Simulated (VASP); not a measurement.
Set up this calculation in VASP 6.6.1, as the native input.

```yaml
Task: single point
Functional: PBE
Potentials_or_basis: VASP PAW PBE potentials, release 64 (La, O)
Cutoff: 520 eV
k_mesh: 8 × 8 × 5
Occupations: fermi-dirac, width 0.05 eV
Spin: no spin polarisation
Dipole_correction: no
Further_INCAR_settings: ALGO = Normal; EDIFF = 1e-06; NBANDS = 28
```

The structure of La2O3 lies in POSCAR:

```
La2O3
1.0
    3.9404137652      0.0000000000      0.0000000000
   -1.9702068826      3.4124984221      0.0000000000
    0.0000000000      0.0000000000      6.1875170317
La O
2 3
Direct
    0.3333333333      0.6666666667      0.2473720156
    0.6666666667      0.3333333333      0.7526279844
    0.0000000000      0.0000000000      0.0000000000
    0.3333333333      0.6666666667      0.6453016751
    0.6666666667      0.3333333333      0.3546983249
```

The input as run:

INCAR

```
  PREC = Accurate
  ENCUT = 520
  EDIFF = 1E-6
  ISMEAR = -1
  SIGMA = 0.05
  LREAL = False
  LASPH = True
  NELM = 100
  ALGO = Normal
  ISIF = 2
  LWAVE = False
  LCHARG = False
  GGA = PE
  NBANDS = 28
```

KPOINTS

```
Automatic mesh
0
Gamma
  8 8 5
```

Potentials or basis: VASP PAW PBE potentials, release 64 (La, O).

Command:

```bash
$ cat potpaw_PBE.64/La/POTCAR potpaw_PBE.64/O/POTCAR > POTCAR
$ mpirun -np 1 vasp_std > vasp.out
```

Results of the run:

The pressure is -0.3 GPa, the largest force is 0.012 eV/Å and the band gap on the k mesh is 3.88 eV, indirect (least direct gap 4.06 eV).

Caveat: spin-orbit coupling is left out, which moves the levels of the heavy elements.

Run time: 60 s on 1 thread of Intel(R) Xeon(R) 6975P-C (Granite Rapids), with other jobs on the host, peak memory 0.25 GiB.
